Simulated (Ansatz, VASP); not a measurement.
## One calculation of SiC, two programs

File INCAR:

```
ALGO = Normal ; EDIFF = 1E-6
ENCUT = 520 ; GGA = PE
ISIF = 2 ; ISMEAR = 0
LASPH = T ; LCHARG = T
LELF = T ; LREAL = F
LVHAR = T ; LWAVE = F
NBANDS = 11 ; NELM = 100
PREC = Accurate ; SIGMA = 0.05
```

Contents of KPOINTS:

```
k-points
0
Gamma
  10 10 10
```

The input POSCAR:

```
SiC
1.0
    0.0000000000      2.3130439479      2.3130439479
    2.1898640927      0.1231798552      2.1898640927
    2.1898640927      2.1898640927      0.1231798552
Si C
1 1
Direct
    0.0000000000      0.0000000000      0.0000000000
    0.7500000000      0.7500000000      0.7500000000
```

Input for Ansatz:

```yaml
crystal:
  lattice:
    - [0.0, 2.3130439479, 2.3130439479]
    - [2.1898640927, 0.1231798552, 2.1898640927]
    - [2.1898640927, 2.1898640927, 0.1231798552]
  atoms:
    - { symbol: Si, position: [0.0, 0.0, 0.0] }
    - { symbol: C, position: [0.75, 0.75, 0.75] }
basis:
  ecutwfc: 420
kpoints:
  mp_grid: { grid: [10, 10, 10] }
hamiltonian:
  xc: pbe
scf:
  occupations: { method: gaussian, width: 0.05 }
output:
  forces: true
  stress: true
  eigenvalues: true
  write_density: true
  write_potential: true
  elf: true
  volumetric_format: npy
```

Change from the starting cell: strain +0.1125 x Voigt [0, 0, 0, 1, 0, 0], atoms carried along.

Alike in both runs: task single point; functional PBE; k mesh 10 × 10 × 10; occupations gaussian, width 0.05 eV; no spin polarisation.

|  | VASP | Ansatz |
| --- | --- | --- |
| version | VASP 6.6.1 | Ansatz 0.2.0 |
| potentials or method | VASP PAW PBE potentials, release 64 (Si, C), cutoff 520 eV | scalar-relativistic, plane waves, PAW |
| valence electrons in the cell | 8 | 8 |

|  | VASP | Ansatz | Ansatz less VASP |
| --- | --- | --- | --- |
| gap on the k mesh at the Fermi level (eV) | 0.61 | 0.62 | +0.009 |
| least direct gap on the mesh (eV) | 3.20 | 3.21 | +0.010 |
| pressure (GPa) | 3.5 | 3.5 | +0.05 |
| traceless stress, the component that is largest in VASP (GPa) | -30.12 | -30.01 | +0.120 |
| rms of the force components (eV/Å) | 0.514 | 0.515 | +0.0005 |

Atom by atom the forces differ by 0.000 eV/Å (rms over components). The functional is the same, so the differences come from potentials, cutoffs and numerics.
